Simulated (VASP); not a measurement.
Write the native input for VASP 6.6.1 that does the following.

```
Task                   : single point
Functional             : PBEsol
Potentials or basis    : VASP PAW PBE potentials, release 64 (Ti_sv, Co)
Cutoff                 : 520 eV
k mesh                 : 12 × 12 × 12
Occupations            : gaussian, width 0.3 eV
Spin                   : collinear spin, ferrimagnetic start
Starting moments       : [-0.42, 1.21, 1.21, 1.21] μB
Dipole correction      : no
Further INCAR settings : ALGO = Fast; EDIFF = 1e-07; NBANDS = 32
```

The structure of TiCo3 lies in POSCAR:

```
TiCo3
1.0
    3.6140000000      0.0000000000      0.0000000000
    0.0000000000      3.6140000000      0.0000000000
    0.0000000000      0.0000000000      3.6140000000
Ti Co
1 3
Direct
    0.0000000000      0.0000000000      0.0000000000
    0.0000000000      0.5000000000      0.5000000000
    0.5000000000      0.0000000000      0.5000000000
    0.5000000000      0.5000000000      0.0000000000
```

The input as run:

INCAR

```
PREC = Accurate
ENCUT = 520
EDIFF = 1E-7
ISMEAR = 0
SIGMA = 0.3
LREAL = False
LASPH = True
NELM = 150
ALGO = Fast
ISIF = 2
LWAVE = False
LCHARG = True
ISPIN = 2
MAGMOM = -0.42 1.21 1.21 1.21
LORBIT = 11
LMAXMIX = 4
GGA = PS
LELF = True
LVHAR = True
NBANDS = 32
```

KPOINTS

```
Automatic mesh
0
Gamma
  12 12 12
```

Potentials or basis: VASP PAW PBE potentials, release 64 (Ti_sv, Co).

Run with:

```console
$ cat potpaw_PBE.64/Ti_sv/POTCAR potpaw_PBE.64/Co/POTCAR > POTCAR
$ mpirun -np 1 vasp_std > vasp.out
```

It gave:

```yaml
Pressure: -11.2 GPa
Net_moment: 2.41 μB per cell
Site_moments: Ti -0.37; Co +0.96 μB
Valence_electrons_inside_the_program's_atomic_spheres: Ti 10.37; Co 8.29
```

Caveat: the cell stands under tension; so wide a smearing shifts energies and pressures; the PAW data sets were made with another functional, which shifts forces and pressure a little.

It took 2.7 min on 1 thread of Intel(R) Xeon(R) 6975P-C (Granite Rapids), with other jobs on the host, peak memory 0.31 GiB.
